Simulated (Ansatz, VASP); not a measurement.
## Ti in VASP and in Ansatz

```
Ti
1.0
    -1.70664    1.70664    1.64100
     1.70664   -1.70664    1.64100
     1.70664    1.70664   -1.64100
Ti
1
Direct
  0.00000 0.00000 0.00000
```

Change from the starting cell: strain +0.040 along x and y, +0.000 along z, atoms carried along.

Alike in both runs: task single point; functional PBEsol; k mesh 20 × 20 × 20; occupations gaussian, width 0.15 eV; no spin polarisation.

|  | VASP | Ansatz |
| --- | --- | --- |
| version | VASP 6.6.1 | Ansatz 0.2.0 |
| potentials or method | VASP PAW PBE potentials, release 64 (Ti_sv), cutoff 520 eV | scalar-relativistic, plane waves, PAW |
| valence electrons in the cell | 12 | 12 |

Ansatz gave:

- gap on the k mesh at the Fermi level (eV): none
- pressure (GPa): -12.7
- traceless stress, the component that is largest in VASP (GPa): -0.82

Estimate VASP's values.

gap on the k mesh at the Fermi level (eV): none; pressure (GPa): -12.8; traceless stress, the component that is largest in VASP (GPa): -0.82.

VASP's potentials were made for PBE, not for PBEsol. A gap of «none» marks a metal or a gap that the smearing closes. With one functional, cell and mesh, what is left measures potentials, basis and numerics.
